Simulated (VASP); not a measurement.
Set up this calculation in VASP 6.6.1, as the native input.

```yaml
Task: single point
Functional: r2SCAN
Potentials_or_basis: VASP PAW PBE potentials, release 64 (Zn, S)
Cutoff: 520 eV
k_mesh: 6 × 6 × 1
Occupations: gaussian, width 0.02 eV
Spin: no spin polarisation
Dipole_correction: no
Further_INCAR_settings: LREAL = Auto; ALGO = Normal; EDIFF = 1e-07; NBANDS = 86
```

Crystal: ZnS.

```xyz
16
Lattice="3.8099 0.0000 0.0000 -1.9050 3.2995 0.0000 0.0000 0.0000 24.9091" Properties=species:S:1:pos:R:3 pbc="T T T"
Zn    0.0000    0.0000    0.0008
Zn    0.0000    0.0000   12.4553
Zn    0.0000    2.1997    3.1121
Zn    1.9050    1.0998   15.5666
Zn    0.0000    2.1997    9.3446
Zn    1.9050    1.0998   21.7991
Zn    0.0000    2.1997   18.6827
Zn    1.9050    1.0998    6.2282
S     0.0000    0.0000    2.3347
S     0.0000    0.0000   14.7892
S     0.0000    2.1997    5.4457
S     1.9050    1.0998   17.9002
S     0.0000    2.1997   11.6777
S     1.9050    1.0998   24.1322
S     0.0000    2.1997   21.0203
S     1.9050    1.0998    8.5658
```

One way to write it, as run:

POSCAR

```
ZnS
1.0
    3.8099159938      0.0000000000      0.0000000000
   -1.9049579969      3.2994840369      0.0000000000
    0.0000000000      0.0000000000     24.9090590531
Zn S
8 8
Direct
    0.0000000000      0.0000000000      0.0000322154
    0.0000000000      0.0000000000      0.5000322154
    0.3333333333      0.6666666667      0.1249373600
    0.6666666667      0.3333333333      0.6249373600
    0.3333333333      0.6666666667      0.3751473872
    0.6666666667      0.3333333333      0.8751473872
    0.3333333333      0.6666666667      0.7500376034
    0.6666666667      0.3333333333      0.2500376034
    0.0000000000      0.0000000000      0.0937272802
    0.0000000000      0.0000000000      0.5937272802
    0.3333333333      0.6666666667      0.2186228992
    0.6666666667      0.3333333333      0.7186228992
    0.3333333333      0.6666666667      0.4688137861
    0.6666666667      0.3333333333      0.9688137861
    0.3333333333      0.6666666667      0.8438814685
    0.6666666667      0.3333333333      0.3438814685
```

INCAR.step1

```
SYSTEM = ZnS
PREC = Accurate ; ENCUT = 520
ISMEAR = 0 ; SIGMA = 0.02
LREAL = Auto ; LASPH = .True.
NELM = 80 ; NBANDS = 86
GGA = PE ; ALGO = Normal
EDIFF = 1E-4 ; LWAVE = .True.
LCHARG = .False.
```

INCAR.step2

```
SYSTEM = ZnS
PREC = Accurate ; ENCUT = 520
EDIFF = 1E-7 ; ISMEAR = 0
SIGMA = 0.02 ; LREAL = Auto
LASPH = .True. ; NELM = 80
ALGO = Normal ; ISIF = 2
LWAVE = .False. ; LCHARG = .False.
METAGGA = R2SCAN ; LMIXTAU = .True.
NBANDS = 86 ; ISTART = 1
```

KPOINTS

```
Automatic mesh
0
Gamma
  6 6 1
  0 0 0
```

Potentials or basis: VASP PAW PBE potentials, release 64 (Zn, S).

Command:

```bash
$ cat potpaw_PBE.64/Zn/POTCAR potpaw_PBE.64/S/POTCAR > POTCAR
$ cp INCAR.step1 INCAR
$ mpirun -np 1 vasp_std > vasp.out
$ cp INCAR.step2 INCAR
$ mpirun -np 1 vasp_std > vasp.out
```

It gave:

- Pressure: 0.0 GPa
- Largest force: 0.009 eV/Å
- Band gap on the k mesh: 2.73 eV

Caveat: the PAW data sets were made with another functional, which shifts forces and pressure a little.

Wall time 27 min on 1 thread of Intel Xeon 8259CL, with other jobs on the host, peak memory 0.49 GiB.
